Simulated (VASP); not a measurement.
Here is a VASP 6.6.1 calculation.

The input POSCAR:

```
Cs4Mg3P4O16
1.0
    8.9327000000      0.0000000000      0.0000000000
    0.0000000000      5.5277000000      0.0000000000
    0.0000000000      0.0000000000      9.6487000000
Cs Mg P O
4 3 4 16
Direct
    0.4760822596      0.2376033432      0.7024573259
    0.0175310936      0.7406335366      0.1954771109
    1.0075005318      0.2387430577      0.7876397857
    0.4859560939      0.7667384265      0.3031081907
    0.1712248256      0.7423340630      0.5785028035
    0.8195394450      0.2655534852      0.4203260543
    0.6793466701      0.7723465456      0.9216889322
    0.1992678585      0.2155326809      0.4132681087
    0.3011855318      0.7678962317      0.9261558552
    0.7171291995      0.2803878648      0.0740928830
    0.7976871495      0.7430034191      0.5923181361
    0.2493087196      0.2712882392      0.2656523677
    0.2325052896      0.7187799627      0.7772342388
    0.7664535919      0.2983519366      0.2339278867
    0.7327235886      0.7759827776      0.7398302362
    0.2718662890     -0.0170957179      0.4756495694
    0.2292923752      0.9869204190      0.9903303036
    0.7823950205      0.4842339490     -0.0146444599
    0.7105018639      0.5534309025      0.5077160654
    0.7502546822      0.9800821318      0.5058919854
    0.7765513227      0.0318215533      0.0152455771
    0.2405991470      0.5498127612      1.0077316115
    0.2421440326      0.4195777629      0.5122244447
    0.0270354988      0.1913815873      0.4222019547
    0.4717274732      0.7771224922      0.9140298693
    0.5425123423      0.2868824285      0.0711391172
    0.9600344801      0.6893463828      0.5924632334
```

Contents of INCAR.step1:

```
SYSTEM = Cs4Mg3P4O16
PREC = Accurate
ENCUT = 520
ISMEAR = -1
SIGMA = 0.05
LREAL = Auto
LASPH = .TRUE.
NELM = 100
NBANDS = 98
GGA = PE
ALGO = Normal
EDIFF = 1E-4
LWAVE = .TRUE.
LCHARG = .FALSE.
```

File INCAR.step2:

```
SYSTEM = Cs4Mg3P4O16
PREC = Accurate
ENCUT = 520
EDIFF = 1E-6
ISMEAR = -1
SIGMA = 0.05
LREAL = Auto
LASPH = .TRUE.
NELM = 100
ALGO = Normal
ISIF = 2
LWAVE = .FALSE.
LCHARG = .FALSE.
METAGGA = R2SCAN
LMIXTAU = .TRUE.
NBANDS = 98
ISTART = 1
```

Contents of KPOINTS:

```
regular mesh
0
G
  1 2 1
  0 0 0
```

Potentials or basis: VASP PAW PBE potentials, release 64 (Cs_sv, Mg, P, O).

Launch:

```bash
$ cat potpaw_PBE.64/Cs_sv/POTCAR potpaw_PBE.64/Mg/POTCAR potpaw_PBE.64/P/POTCAR potpaw_PBE.64/O/POTCAR > POTCAR
$ cp INCAR.step1 INCAR
$ mpirun -np 1 vasp_std > vasp.out
$ cp INCAR.step2 INCAR
$ mpirun -np 1 vasp_std > vasp.out
```

Task: Predict the band gap on the k mesh.

Result: 0.01 eV.

Task: Estimate the largest force.

Result: 5.121 eV/Å.

Task: What does it give for the pressure?

Result: -0.7 GPa.

Stress tensor (GPa, compression positive):
```
 0.14  0.92 -0.89
 0.92 -0.70  0.04
-0.89  0.04 -1.54
```

Caveat: the k points lie up to 0.70 Å⁻¹ apart; the smearing spreads over this small gap; semilocal functionals underestimate gaps, and a narrow one can read as zero; the PAW data sets were made with another functional, which shifts forces and pressure a little; spin-orbit coupling is left out, which moves the levels of the heavy elements.
